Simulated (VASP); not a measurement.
# BiTe (Fm-3m) in VASP: further runs, part 2 of 2

VASP 6.6.1. The steps go on from the part before.

### Step 5. Single point, PBE

This run uses another cell than the first one, of 28.95 Å³/atom.

The input, INCAR:

```
SYSTEM = BiTe
PREC = Accurate
ENCUT = 520
EDIFF = 1E-6
ISMEAR = 0
SIGMA = 0.1
LREAL = .FALSE.
LASPH = .TRUE.
NELM = 80
ALGO = Normal
ISIF = 2
LWAVE = .FALSE.
LCHARG = .FALSE.
GGA = PE
NBANDS = 18
```

The input, KPOINTS:

```
regular mesh
0
G
  12 12 12
  0 0 0
```

The input, POSCAR:

```
BiTe
1.0
    0.0000000000      3.0703916196      3.0703916196
    3.0703916196      0.0000000000      3.0703916196
    3.0703916196      3.0703916196      0.0000000000
Bi Te
1 1
Direct
    0.0000000000      0.0000000000      0.0000000000
    0.5000000000      0.5000000000      0.5000000000
```

Potentials or basis: VASP PAW PBE potentials, release 64 (Bi_d, Te).

Started as:

```
cat potpaw_PBE.64/Bi_d/POTCAR potpaw_PBE.64/Te/POTCAR > POTCAR
mpirun -np 1 vasp_std > vasp.out
```

OUTCAR:

```text
SYSTEM = BiTe
   PREC = Accurate
   ENCUT = 520
   EDIFF = 1E-6
   ISMEAR = 0
   LREAL = .FALSE.
   LASPH = .TRUE.
   NELM = 80
   ISIF = 2
   GGA = PE

 ion  position               nearest neighbor table
   1  0.000  0.000  0.000-   2 3.07   2 3.07   2 3.07   2 3.07   2 3.07   2 3.07
   2  0.500  0.500  0.500-   1 3.07   1 3.07   1 3.07   1 3.07   1 3.07   1 3.07

  LATTYP: Found a face centered cubic cell.
 ALAT       =     6.1407832392

  Lattice vectors:

 A1 = (   0.0000000000,   3.0703916196,   3.0703916196)
 A2 = (   3.0703916196,   0.0000000000,   3.0703916196)
 A3 = (   3.0703916196,   3.0703916196,   0.0000000000)

Analysis of symmetry for initial positions (statically):
=====================================================================
 Subroutine PRICEL returns:
 Original cell was already a primitive cell.

 Routine SETGRP: Setting up the symmetry group for a
 face centered cubic supercell.

 Subroutine GETGRP returns: Found 48 space group operations
 (whereof 48 operations were pure point group operations)
 out of a pool of 48 trial point group operations.

The static configuration has the point symmetry O_h .

Analysis of symmetry for dynamics (positions and initial velocities):
=====================================================================
 Subroutine PRICEL returns:
 Original cell was already a primitive cell.

 Routine SETGRP: Setting up the symmetry group for a
 face centered cubic supercell.

 Subroutine GETGRP returns: Found 48 space group operations
 (whereof 48 operations were pure point group operations)
 out of a pool of 48 trial point group operations.

The dynamic configuration has the point symmetry O_h .

 Subroutine INISYM returns: Found 48 space group operations
 (whereof 48 operations are pure point group operations),
 and found     1 'primitive' translations

----------------------------------------------------------------------------------------

                                     Primitive cell

  volume of cell :      57.8910

  direct lattice vectors                    reciprocal lattice vectors
     0.000000000  3.070391620  3.070391620    -0.162845676  0.162845676  0.162845676
     3.070391620  0.000000000  3.070391620     0.162845676 -0.162845676  0.162845676
     3.070391620  3.070391620  0.000000000     0.162845676  0.162845676 -0.162845676

  length of vectors
     4.342189470  4.342189470  4.342189470     0.282056985  0.282056985  0.282056985

  position of ions in fractional coordinates (direct lattice)
     0.000000000  0.000000000  0.000000000
     0.500000000  0.500000000  0.500000000

  ion indices of the primitive-cell ions
   primitive index   ion index
                 1           1
                 2           2

----------------------------------------------------------------------------------------

 KPOINTS: regular mesh

Automatic generation of k-mesh.
 Grid dimensions read from file:
 generate k-points for:   12   12   12

 Generating k-lattice:

  Cartesian coordinates                     Fractional coordinates (reciprocal lattice)
    -0.013570473  0.013570473  0.013570473     0.083333333  0.000000000  0.000000000
     0.013570473 -0.013570473  0.013570473     0.000000000  0.083333333  0.000000000
     0.013570473  0.013570473 -0.013570473     0.000000000  0.000000000  0.083333333

  Length of vectors
     0.023504749  0.023504749  0.023504749

  Shift w.r.t. Gamma in fractional coordinates (k-lattice)
     0.000000000  0.000000000  0.000000000

 Subroutine IBZKPT returns following result:
 ===========================================

 Found     72 irreducible k-points:

 Following reciprocal coordinates:
            Coordinates               Weight
  0.000000  0.000000  0.000000      1.000000
  0.083333  0.000000  0.000000      8.000000
  0.166667  0.000000  0.000000      8.000000
  0.250000  0.000000  0.000000      8.000000
  0.333333  0.000000  0.000000      8.000000
  0.416667  0.000000  0.000000      8.000000
[... 16 lines left out ...]
  0.500000  0.166667  0.000000     24.000000
 -0.416667  0.166667  0.000000     24.000000
 [... further k-points ...]
   k-points           NKPTS =     72   k-points in BZ     NKDIM =     72   number of bands    NBANDS=     18
   number of dos      NEDOS =    301   number of ions     NIONS =      2
   total plane-waves  NPLWV =  32768
   dimension x,y,z NGX =    32 NGY =   32 NGZ =   32
   dimension x,y,z NGXF=    64 NGYF=   64 NGZF=   64
   ions per type =               1   1
   NGX,Y,Z   is equivalent  to a cutoff of  12.25, 12.25, 12.25 a.u.
   NGXF,Y,Z  is equivalent  to a cutoff of  24.50, 24.50, 24.50 a.u.
 SYSTEM =  BiTe
   PREC   = accura    normal or accurate (medium, high low for compatibility)
   ISTART =      0    job   : 0-new  1-cont  2-samecut
   ICHARG =      2    charge: 1-file 2-atom 10-const
   ISPIN  =      1    spin polarized calculation?
   LNONCOLLINEAR =      F non collinear calculations
   LSORBIT =      F    spin-orbit coupling
   LASPH  =      T    aspherical Exc in radial PAW
   ENCUT  =  520.0 eV  38.22 Ry    6.18 a.u.   8.07  8.07  8.07*2*pi/ulx,y,z
   NELM   =     80;   NELMIN=  2; NELMDL= -5     # of ELM steps
   EDIFF  = 0.1E-05   stopping-criterion for ELM
   LREAL  =      F    real-space projection
   EDIFFG = 0.1E-04   stopping-criterion for IOM
   NSW    =      0    number of steps for IOM
   IBRION =     -1    ionic relax: 0-MD 1-quasi-New 2-CG
   NFREE  =      0    steps in history (QN), initial steepest desc. (CG)
   ISIF   =      2    stress and relaxation
   ISYM   =      2    0-nonsym 1-usesym 2-fastsym
   POTIM  = 0.5000    time-step for ionic-motion
   TEBEG  =    0.0;   TEEND  =   0.0 temperature during run
   PSTRESS=    0.0 pullay stress
   NELECT =      21.0000    total number of electrons
   NUPDOWN=      -1.0000    fix difference up-down
   EMIN   =  10.00;   EMAX   =-10.00  energy-range for DOS
   EFERMI =   0.00;   METHOD = LEGACY
   ISMEAR =     0;   SIGMA  =   0.10  broadening in eV -4-tet -1-fermi 0-gaus
   EFERMI_NEDOS =   21; number of points for ismear=-14 and -15
   IALGO  =     38    algorithm
   IMIX   =      4    mixing-type and parameters
     AMIX     =   0.40;   BMIX     =  1.00
     AMIX_MAG =   1.60;   BMIX_MAG =  1.00
  volume/ion in A,a.u.               =      28.95       195.33
  Fermi-wavevector in a.u.,A,eV,Ry     =   1.167555  2.206360 18.547266  1.363186
  Thomas-Fermi vector in A             =   2.304054
   LORBIT       =      0    0 simple, 1 ext, 2 COOP (PROOUT), +10 PAW based schemes
   GGA     = PE    functional components
   LHFCALC =     F    Hartree Fock is set to
   AEXX    =    0.0000 exact exchange contribution
   IVDW    =     0    specifies the selected vdW correction
   LEPSILON=     F    determine dielectric tensor
   LRPA    =     F    only Hartree local field effects (RPA)
 non-spin polarized calculation
 Gauss-broadening in eV      SIGMA  =   0.10
  energy-cutoff  :      520.00
  volume of cell :       57.89
 maximum number of plane-waves:      1588
   NGX = 17   NGY = 17   NGZ = 17

 number of electron      20.9999995 magnetization

 Free energy of the ion-electron system (eV)
  ---------------------------------------------------
  ext. energy  EPLUGINS =         0.00000000
  ---------------------------------------------------
  free energy    TOTEN  =        -6.83503884 eV

  energy without entropy =       -6.82956068  energy(sigma->0) =       -6.83229976

 E-fermi :   8.6989     XC(G=0): -10.1528

 val. band max:        8.6698114324   @ k =  -0.4167   0.2500   0.0833
 cond. band min:       8.7118464836   @ k =  -0.1667   0.2500   0.0833
 fundamental gap:      0.0420350512
 Fermi energy:         8.6988692250

 k-point     1 :       0.0000    0.0000    0.0000
  band No.  band energies     occupation
      1     -14.5631      2.00000
      2     -14.5631      2.00000
      3     -14.5485      2.00000
      4     -14.5485      2.00000
      5     -14.5485      2.00000
      6      -6.0312      2.00000
[... 10 lines left out ...]
     17      14.7760      0.00000
     18      15.4944      0.00000

 k-point     2 :       0.0833    0.0000    0.0000
  band No.  band energies     occupation
      1     -14.5637      2.00000
      2     -14.5637      2.00000
      3     -14.5483      2.00000
      4     -14.5478      2.00000
      5     -14.5478      2.00000
      6      -5.9557      2.00000
[... 10 lines left out ...]
     17      15.3873      0.00000
     18      15.9411      0.00000
[... 442 lines left out ...]
 k-point    24 :      -0.4167    0.1667    0.0000
  band No.  band energies     occupation
      1     -14.5769      2.00000
      2     -14.5704      2.00000
      3     -14.5437      2.00000
      4     -14.5372      2.00000
      5     -14.5347      2.00000
      6      -3.5515      2.00000
[... 10 lines left out ...]
     17      18.7311      0.00000
     18      19.8220      0.00000

 [... further k-points ...]
[... 5 lines left out ...]
  --------------------------------------------------------------------------------------
  -------------------------------------------------------------------------------------
  Total        4.3257904      4.3257904      4.3257904      0.0000000     -0.0000000     -0.0000000
  in kB      119.7194591    119.7194591    119.7194591      0.0000000     -0.0000000     -0.0000000
  external PRESSURE =     119.7194591 kB  Pullay stress =       0.0000000 kB

 VOLUME and BASIS-vectors are now :
 -----------------------------------------------------------------------------
  energy-cutoff  :      520.00
  volume of cell :       57.89
      direct lattice vectors                 reciprocal lattice vectors
     0.000000000  3.070391620  3.070391620    -0.162845676  0.162845676  0.162845676
     3.070391620  0.000000000  3.070391620     0.162845676 -0.162845676  0.162845676
     3.070391620  3.070391620  0.000000000     0.162845676  0.162845676 -0.162845676

 POSITION                                       TOTAL-FORCE (eV/Angst)
 -----------------------------------------------------------------------------------
      0.00000      0.00000      0.00000        -0.000000      0.000000     -0.000000
      3.07039      3.07039      3.07039         0.000000     -0.000000      0.000000
 -----------------------------------------------------------------------------------
    total drift:                                0.000000     -0.000000     -0.000000

  FREE ENERGIE OF THE ION-ELECTRON SYSTEM (eV)
  ---------------------------------------------------
  free  energy   TOTEN  =        -6.8350388404 eV

  energy  without entropy=       -6.8295606820  energy(sigma->0) =       -6.83229976
```

OSZICAR:

```text
N       E                     dE             d eps       ncg     rms          rms(c)
DAV:   1     0.160831070063E+03    0.16083E+03   -0.10011E+04  2594   0.116E+03
DAV:   2     0.497229494663E+01   -0.15586E+03   -0.15175E+03  2742   0.319E+02
DAV:   3    -0.652382740988E+01   -0.11496E+02   -0.11348E+02  3254   0.890E+01
DAV:   4    -0.683341203118E+01   -0.30958E+00   -0.30923E+00  3106   0.151E+01
DAV:   5    -0.684682279077E+01   -0.13411E-01   -0.13410E-01  3616   0.300E+00    0.862E+00
DAV:   6    -0.683404368564E+01    0.12779E-01   -0.34616E-02  3598   0.128E+00    0.533E+00
DAV:   7    -0.683555610710E+01   -0.15124E-02   -0.21368E-02  3050   0.820E-01    0.191E-01
DAV:   8    -0.683494292445E+01    0.61318E-03   -0.40688E-03  3302   0.444E-01    0.164E-01
DAV:   9    -0.683504029522E+01   -0.97371E-04   -0.39403E-04  2978   0.104E-01    0.912E-02
DAV:  10    -0.683503915313E+01    0.11421E-05   -0.10206E-05  3316   0.209E-02    0.327E-02
DAV:  11    -0.683503849465E+01    0.65849E-06   -0.10638E-05  2756   0.156E-02    0.347E-02
DAV:  12    -0.683503884041E+01   -0.34576E-06   -0.15217E-06  2322   0.770E-03
   1 F= -.68350388E+01 E0= -.68322998E+01  d E =-.547816E-02
```

stdout:

```text
POSCAR found type information on POSCAR BiTe
 POSCAR found :  2 types and       2 ions
 scaLAPACK will be used
 LDA part: xc-table for (Slater+PW92), standard interpolation
 POSCAR, INCAR and KPOINTS ok, starting setup
 FFT: planning ... GRIDC
 FFT: planning ... GRID_SOFT
 FFT: planning ... GRID
 WAVECAR not read
 entering main loop
```

Wall time 68 s (1 thread of Intel Xeon 8259CL, shared host); peak memory 0.22 GiB.

Results:

```yaml
Free_energy: -6.8350 eV
Pressure: 12.0 GPa
Band_gap_on_the_k_mesh: zero (an odd number of electrons rules out a gap without spin polarisation)
```

Caveat: the cell stands under pressure; spin-orbit coupling is left out, which moves the levels of the heavy elements.

### Step 6. Overview

```csv
cell,k mesh,gap on the mesh (eV),pressure (GPa)
"a = 4.007 Å, angles 60.0°, 2 atoms",12 × 12 × 12,none,50.0
"a = 4.189 Å, angles 60.0°, 2 atoms",12 × 12 × 12,none,25.0
"a = 3.829 Å, angles 60.0°, 2 atoms",14 × 14 × 14,none,90.2
"a = 4.342 Å, angles 60.0°, 2 atoms",12 × 12 × 12,none,12.0
```

Alike in all rows: task single point; level PBE; potentials or basis VASP PAW PBE potentials, release 64 (Bi_d, Te); no spin polarisation; cutoff (eV) 520; smearing gaussian 0.1 eV.

Caveats: the cell stands under pressure; spin-orbit coupling is left out, which moves the levels of the heavy elements.

Absolute energies hang on the potentials; compare differences alone.
